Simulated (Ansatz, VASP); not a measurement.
One calculation of HfO2, two programs

INCAR

```
PREC     = Accurate       # precision mode
ENCUT    = 520            # plane-wave cutoff, eV
EDIFF    = 1E-6           # SCF threshold, eV
ISMEAR   = 0              # smearing method
SIGMA    = 0.05           # smearing width, eV
LREAL    = F              # projectors in reciprocal space
LASPH    = T              # aspherical terms in the spheres
NELM     = 100            # most SCF steps
ALGO     = Normal         # electronic algorithm
ISIF     = 2              # what is computed and relaxed
LWAVE    = F              # write WAVECAR
LCHARG   = T              # write CHGCAR
GGA      = PE             # functional
LELF     = T              # ELF
LVHAR    = T            
NBANDS   = 56             # bands
```

KPOINTS

```
Automatic mesh
0
Gamma
  6 6 6
```

Contents of POSCAR:

```
HfO2
1.0
    5.0976115212      0.0000000000      0.0000000000
    0.0000000000     -5.0976115212      0.0000000000
    0.0000000000      0.0000000000     -5.0976115212
Hf O
4 8
Direct
    0.0662074775      1.0000000000      1.0000000000
    0.5000000000      0.5000000000      1.0000000000
    0.5000000000      1.0000000000      0.5000000000
    0.0000000000      0.5000000000      0.5000000000
    0.2500000000      0.2500000000      0.2500000000
    0.7500000000      0.7500000000      0.2500000000
    0.7500000000      0.2500000000      0.7500000000
    0.2500000000      0.7500000000      0.7500000000
    0.7500000000      0.7500000000      0.7500000000
    0.2500000000      0.2500000000      0.7500000000
    0.2500000000      0.7500000000      0.2500000000
    0.7500000000      0.2500000000      0.2500000000
```

Input for Ansatz:

```yaml
crystal:
  lattice:
    - [5.0976115212, 0.0, 0.0]
    - [0.0, -5.0976115212, 0.0]
    - [0.0, 0.0, -5.0976115212]
  atoms:
    - { symbol: Hf, position: [0.0662074775, 1.0, 1.0] }
    - { symbol: Hf, position: [0.5, 0.5, 1.0] }
    - { symbol: Hf, position: [0.5, 1.0, 0.5] }
    - { symbol: Hf, position: [0.0, 0.5, 0.5] }
    - { symbol: O, position: [0.25, 0.25, 0.25] }
    - { symbol: O, position: [0.75, 0.75, 0.25] }
    - { symbol: O, position: [0.75, 0.25, 0.75] }
    - { symbol: O, position: [0.25, 0.75, 0.75] }
    - { symbol: O, position: [0.75, 0.75, 0.75] }
    - { symbol: O, position: [0.25, 0.25, 0.75] }
    - { symbol: O, position: [0.25, 0.75, 0.25] }
    - { symbol: O, position: [0.75, 0.25, 0.25] }
basis:
  ecutwfc: 420
kpoints:
  mp_grid: { grid: [6, 6, 6] }
hamiltonian:
  xc: pbe
scf:
  occupations: { method: gaussian, width: 0.05 }
output:
  forces: true
  stress: true
  eigenvalues: true
```

Alike in both runs: task single point; functional PBE; k mesh 6 × 6 × 6; occupations gaussian, width 0.05 eV; no spin polarisation.

|  | VASP | Ansatz |
| --- | --- | --- |
| version | VASP 6.6.1 | Ansatz 0.2.0 |
| potentials or method | VASP PAW PBE potentials, release 64 (Hf_pv, O), cutoff 520 eV | scalar-relativistic, plane waves, PAW |
| valence electrons in the cell | 88 | 152 |

```csv
,VASP,Ansatz,Ansatz less VASP
gap on the k mesh at the Fermi level (eV),3.03,3.05,+0.021
least direct gap on the mesh (eV),3.03,3.05,+0.021
pressure (GPa),-0.1,3.4,+3.54
"traceless stress, the component that is largest in VASP (GPa)",-1.42,-1.51,-0.090
rms of the force components (eV/Å),1.236,1.250,+0.0141
```

Atom by atom the forces differ by 0.027 eV/Å (rms over components). VASP's potentials hold 88 valence electrons a cell and Ansatz's 152, so a difference there can come from the potentials and not from the codes.

Neither program's run includes spin-orbit coupling.
